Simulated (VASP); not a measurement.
# RuC2N2 (P-43m) in VASP: notebook, part 2 of 2

VASP 6.6.1. The steps go on from the part before.

## (4) Single point, PBE, collinear spin, antiferromagnetic start

This run uses another cell than the first one, of 19.84 Å³/atom, 1.027 times its volume.

Input file INCAR:

```
SYSTEM = RuC2N2
  PREC = Accurate
  ENCUT = 520
  EDIFF = 1E-6
  ISMEAR = 0
  SIGMA = 0.1
  LREAL = .FALSE.
  LASPH = .TRUE.
  NELM = 150
  ALGO = Normal
  ISIF = 2
  LWAVE = .FALSE.
  LCHARG = .TRUE.
  ISPIN = 2
  MAGMOM = -1 1 0 0 0 0 0 0 0 0
  LORBIT = 11
  LMAXMIX = 4
  GGA = PE
  LELF = .TRUE.
  LVHAR = .TRUE.
  NBANDS = 47
```

Input file KPOINTS:

```
Automatic mesh
0
G
  4 4 4
  0 0 0
```

Input file POSCAR:

```
RuC2N2
1.0
    5.8323924200      0.0000000000      0.0000000000
    0.0000000000      5.8323924200      0.0000000000
    0.0000000000      0.0000000000      5.8323924200
Ru C N
2 4 4
Direct
    0.0000000000      0.0000000000      0.0000000000
    0.5000000000      0.5000000000      0.5000000000
    0.1876856100      0.1876856100      0.1876856100
    0.1876856100      0.8123143900      0.8123143900
    0.8123143900      0.1876856100      0.8123143900
    0.8123143900      0.8123143900      0.1876856100
    0.3035042600      0.3035042600      0.3035042600
    0.3035042600      0.6964957400      0.6964957400
    0.6964957400      0.3035042600      0.6964957400
    0.6964957400      0.6964957400      0.3035042600
```

Potentials or basis: VASP PAW PBE potentials, release 64 (Ru_pv, C, N).

Command:

```console
$ cat potpaw_PBE.64/Ru_pv/POTCAR potpaw_PBE.64/C/POTCAR potpaw_PBE.64/N/POTCAR > POTCAR
$ mpirun -np 1 vasp_std > vasp.out
```

OUTCAR:

```text
SYSTEM = RuC2N2
   PREC = Accurate
   ENCUT = 520
   EDIFF = 1E-6
   ISMEAR = 0
   LREAL = .FALSE.
   LASPH = .TRUE.
   NELM = 150
   ISIF = 2
   ISPIN = 2
   LORBIT = 11
   GGA = PE

 ion  position               nearest neighbor table
   1  0.000  0.000  0.000-   3 1.90   4 1.90   5 1.90   6 1.90
   2  0.500  0.500  0.500-   7 1.98   8 1.98   9 1.98  10 1.98
   3  0.188  0.188  0.188-   7 1.17   1 1.90
   4  0.188  0.812  0.812-   8 1.17   1 1.90
   5  0.812  0.188  0.812-   9 1.17   1 1.90
   6  0.812  0.812  0.188-  10 1.17   1 1.90
   7  0.304  0.304  0.304-   3 1.17   2 1.98
   8  0.304  0.696  0.696-   4 1.17   2 1.98
   9  0.696  0.304  0.696-   5 1.17   2 1.98
  10  0.696  0.696  0.304-   6 1.17   2 1.98

  LATTYP: Found a simple cubic cell.
 ALAT       =     5.8323924200

  Lattice vectors:

 A1 = (   5.8323924200,   0.0000000000,   0.0000000000)
 A2 = (   0.0000000000,   5.8323924200,   0.0000000000)
 A3 = (   0.0000000000,   0.0000000000,   5.8323924200)

Analysis of symmetry for initial positions (statically):
[... 1157 lines left out ...]
     5.832392420  0.000000000  0.000000000     0.171456227  0.000000000  0.000000000
     0.000000000  5.832392420  0.000000000     0.000000000  0.171456227  0.000000000
     0.000000000  0.000000000  5.832392420     0.000000000  0.000000000  0.171456227

 POSITION                                       TOTAL-FORCE (eV/Angst)
 -----------------------------------------------------------------------------------
      0.00000      0.00000      0.00000         0.000000     -0.000000     -0.000000
      2.91620      2.91620      2.91620         0.000000     -0.000000     -0.000000
      1.09466      1.09466      1.09466        -1.495549     -1.495549     -1.495549
      1.09466      4.73774      4.73774        -1.495549      1.495549      1.495549
      4.73774      1.09466      4.73774         1.495549     -1.495549      1.495549
      4.73774      4.73774      1.09466         1.495549      1.495549     -1.495549
      1.77016      1.77016      1.77016         2.403804      2.403804      2.403804
      1.77016      4.06224      4.06224         2.403804     -2.403804     -2.403804
      4.06224      1.77016      4.06224        -2.403804      2.403804     -2.403804
      4.06224      4.06224      1.77016        -2.403804     -2.403804      2.403804
 -----------------------------------------------------------------------------------
    total drift:                               -0.000000     -0.000000      0.000000

  FREE ENERGIE OF THE ION-ELECTRON SYSTEM (eV)
  ---------------------------------------------------
  free  energy   TOTEN  =       -81.4509298840 eV

  energy  without entropy=      -81.4340650514  energy(sigma->0) =      -81.44249747

 total charge

# of ion       s       p       d       tot
------------------------------------------
    1        0.463   6.431   6.082  12.976
    2        0.309   6.293   5.823  12.424
    3        0.952   1.664   0.000   2.617
    4        0.952   1.664   0.000   2.617
    5        0.952   1.664   0.000   2.617
    6        0.952   1.664   0.000   2.617
    7        1.294   2.595   0.000   3.889
    8        1.294   2.595   0.000   3.889
    9        1.294   2.595   0.000   3.889
   10        1.294   2.595   0.000   3.889
--------------------------------------------------
tot          9.756  29.761  11.905  51.422

 magnetization (x)

# of ion       s       p       d       tot
------------------------------------------
    1        0.000  -0.000  -0.001  -0.001
    2       -0.000   0.000   0.004   0.004
    3        0.000   0.000   0.000   0.000
    4        0.000   0.000   0.000   0.000
    5        0.000   0.000   0.000   0.000
    6        0.000   0.000   0.000   0.000
    7        0.000  -0.000   0.000  -0.000
    8        0.000  -0.000   0.000  -0.000
    9        0.000  -0.000   0.000  -0.000
   10        0.000  -0.000   0.000  -0.000
--------------------------------------------------
tot          0.000  -0.000   0.003   0.003
```

stdout:

```text
POSCAR found type information on POSCAR RuC N
 POSCAR found :  3 types and      10 ions
 scaLAPACK will be used
 LDA part: xc-table for (Slater+PW92), standard interpolation
 POSCAR, INCAR and KPOINTS ok, starting setup
 FFT: planning ... GRIDC
 FFT: planning ... GRID_SOFT
 FFT: planning ... GRID
 WAVECAR not read
 entering main loop
```

Wall time 3.3 min (1 thread of Intel Xeon 6975P-C (Granite Rapids), shared host); peak memory 0.47 GiB.

Results:

```yaml
Free_energy: -81.4509 eV
Pressure: 2.1 GPa
Largest_force: 4.164 eV/Å
Band_gap_on_the_k_mesh: zero (filled and empty bands overlap)
Net_moment: 0.00 μB per cell
Valence_electrons_inside_the_program's_atomic_spheres: Ru 12.98, 12.42; C 2.62; N 3.89
```

Forces on the atoms (eV/Å):
```
Ru   0.000  0.000  0.000
Ru   0.000  0.000  0.000
C   -1.496 -1.496 -1.496
C   -1.496  1.496  1.496
C    1.496 -1.496  1.496
C    1.496  1.496 -1.496
N    2.404  2.404  2.404
N    2.404 -2.404 -2.404
N   -2.404  2.404 -2.404
N   -2.404 -2.404  2.404
```

Levels at points of the mesh, in eV from the Fermi level:
Spin up:
| k point | band 29 | band 30 | band 31 | band 32 | band 33 | band 34 | band 35 | band 36 |
| --- | --- | --- | --- | --- | --- | --- | --- | --- |
| (0.00, 0.00, 0.00) | -0.61 | -0.61 | -0.61 | -0.60 | -0.60 | 0.56 | 0.56 | 0.56 |
| (0.50, 0.00, 0.00) | -1.90 | -1.32 | -0.73 | -0.73 | 0.40 | 0.54 | 0.90 | 0.90 |
| (0.50, 0.50, 0.00) | -1.79 | -1.32 | -0.50 | -0.50 | 0.40 | 0.61 | 0.69 | 0.69 |
| (0.50, 0.50, 0.50) | -0.53 | -0.53 | -0.30 | -0.30 | -0.30 | 0.47 | 0.47 | 0.47 |
Spin down:
```csv
k point,band 29,band 30,band 31,band 32,band 33,band 34,band 35,band 36
"(0.00, 0.00, 0.00)",-0.61,-0.61,-0.61,-0.59,-0.59,0.56,0.56,0.56
"(0.50, 0.00, 0.00)",-1.90,-1.32,-0.72,-0.72,0.40,0.54,0.91,0.91
"(0.50, 0.50, 0.00)",-1.79,-1.31,-0.50,-0.50,0.40,0.61,0.69,0.69
"(0.50, 0.50, 0.50)",-0.53,-0.53,-0.30,-0.30,-0.30,0.47,0.47,0.47
```

Caveat: forces of over 1 eV/Å act on the atoms, so gaps and moduli don't describe the material at rest.

## (5) Overview

```csv
spin,cell,k mesh,gap on the mesh (eV),pressure (GPa),moment (μB),largest force (eV/Å)
off,"a = 5.781 Å, 10 atoms",8 × 8 × 8,none,0.1,-,0.23
"collinear, antiferromagnetic start","a = 5.783 Å, 10 atoms",4 × 4 × 4,none,-0.1,0.00,0.26
"collinear, antiferromagnetic start","a = 5.832 Å, 10 atoms",4 × 4 × 4,none,2.1,0.00,4.16
```

Alike in all rows: task single point; level PBE; potentials or basis VASP PAW PBE potentials, release 64 (Ru_pv, C, N); cutoff (eV) 520; smearing gaussian 0.1 eV.

Caveats: forces of over 1 eV/Å act on the atoms, so gaps and moduli don't describe the material at rest (some runs).

Total energies depend on the potentials used, so only differences within one code and one set of settings carry meaning.
